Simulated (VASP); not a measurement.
## Sn4Se: single point with PBE

Sn4Se:

```
Sn Se
1.0
     0.00000    4.32369    4.32369
     4.32369    0.00000    4.32369
     4.32369    4.32369    0.00000
Sn Se
4 1
Direct
  0.13337 0.13337 0.13337
  0.13337 0.13337 0.59989
  0.13337 0.59989 0.13337
  0.59989 0.13337 0.13337
  0.50000 0.50000 0.50000
```

The cell was generated, and may not be a known phase.

| Property | Result |
| --- | --- |
| Program | VASP 6.6.1 |
| Task | single point |
| Functional | PBE |
| Potentials or basis | VASP PAW PBE potentials, release 64 (Sn_d, Se) |
| Cutoff | 520 eV |
| k mesh | 4 × 4 × 4 |
| Occupations | gaussian, width 0.1 eV |
| Spin | no spin polarisation |

```
Pressure               : 3.3 GPa
Largest force          : 2.727 eV/Å
Band gap on the k mesh : zero (bands 31 and 32 overlap by 1.60 eV)
```

Forces on the atoms (eV/Å):
```
Sn  -1.574 -1.574 -1.574
Sn   1.574  1.574 -1.574
Sn   1.574 -1.574  1.574
Sn  -1.574  1.574  1.574
Se   0.000  0.000  0.000
```

Levels at points of the mesh, in eV from the Fermi level:
```
           k point  band 29  band 30  band 31  band 32  band 33  band 34
(0.00, 0.00, 0.00)    -3.33    -0.75    -0.75    -0.38    -0.38    -0.38
(0.50, 0.00, 0.00)    -1.27    -0.21    -0.21     0.90     0.90     1.42
(0.50, 0.50, 0.00)    -1.43    -0.34     0.99     1.13     1.13     1.15
```

Wall time 2.3 min on 1 thread of Intel Xeon 8259CL, with other jobs on the host, peak memory 0.33 GiB.

Caveat: the cell stands under pressure; spin-orbit coupling is left out, which moves the levels of the heavy elements; forces of over 1 eV/Å act on the atoms, so gaps and moduli don't describe the material at rest.
